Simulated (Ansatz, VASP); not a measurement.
One calculation of Rh, two programs

POSCAR

```
Rh
1.0
    2.8830049769      0.0000000000      0.0000000000
   -1.4415024884      2.4967555492      0.0000000000
    0.0000000000      0.0000000000      3.9737589652
Rh
2
Direct
    0.6666666667      0.3333333333      0.7500000000
    0.3333333333      0.6666666667      0.2500000000
```

Contents of INCAR.step1:

```
  ALGO = Normal
  EDIFF = 1E-4
  ENCUT = 520
  GGA = PE
  ISMEAR = 0
  LASPH = True
  LCHARG = False
  LREAL = False
  LWAVE = True
  NBANDS = 22
  NELM = 100
  PREC = Accurate
  SIGMA = 0.15
```

Contents of INCAR.step2:

```
  ALGO = Normal
  EDIFF = 1E-7
  ENCUT = 520
  ISIF = 2
  ISMEAR = 0
  ISTART = 1
  LASPH = True
  LCHARG = False
  LMIXTAU = True
  LREAL = False
  LWAVE = False
  METAGGA = R2SCAN
  NBANDS = 22
  NELM = 100
  PREC = Accurate
  SIGMA = 0.15
```

Contents of KPOINTS:

```
k-points
0
Gamma
  24 24 12
```

Input for Ansatz:

```yaml
crystal:
  lattice:
    - [2.8830049769, 0.0, 0.0]
    - [-1.4415024884, 2.4967555492, 0.0]
    - [0.0, 0.0, 3.9737589652]
  atoms:
    - { symbol: Rh, position: [0.6666666667, 0.3333333333, 0.75] }
    - { symbol: Rh, position: [0.3333333333, 0.6666666667, 0.25] }
basis:
  ecutwfc: 500
kpoints:
  mp_grid: { grid: [24, 24, 12] }
hamiltonian:
  xc: r2scan
scf:
  occupations: { method: gaussian, width: 0.15 }
output:
  forces: true
  stress: true
  eigenvalues: true
```

Alike in both runs: task single point; functional r2SCAN; k mesh 24 × 24 × 12; occupations gaussian, width 0.15 eV; no spin polarisation.

|  | VASP | Ansatz |
| --- | --- | --- |
| version | VASP 6.6.1 | Ansatz 0.2.0 |
| potentials or method | VASP PAW PBE potentials, release 64 (Rh_pv), cutoff 520 eV | scalar-relativistic, plane waves, PAW |
| valence electrons in the cell | 30 | 34 |

VASP gave:

```
gap on the k mesh at the Fermi level (eV)                     : none
pressure (GPa)                                                : -1.7
traceless stress, the component that is largest in VASP (GPa) : 20.07
```

Task: Estimate Ansatz's values.

Result: gap on the k mesh at the Fermi level (eV): none; pressure (GPa): -2.7; traceless stress, the component that is largest in VASP (GPa): 19.74.

VASP's potentials were made for PBE, not for r2SCAN. A gap of «none» marks a metal or a gap that the smearing closes. VASP's potentials hold 30 valence electrons a cell and Ansatz's 34, so a difference there can come from the potentials and not from the codes.
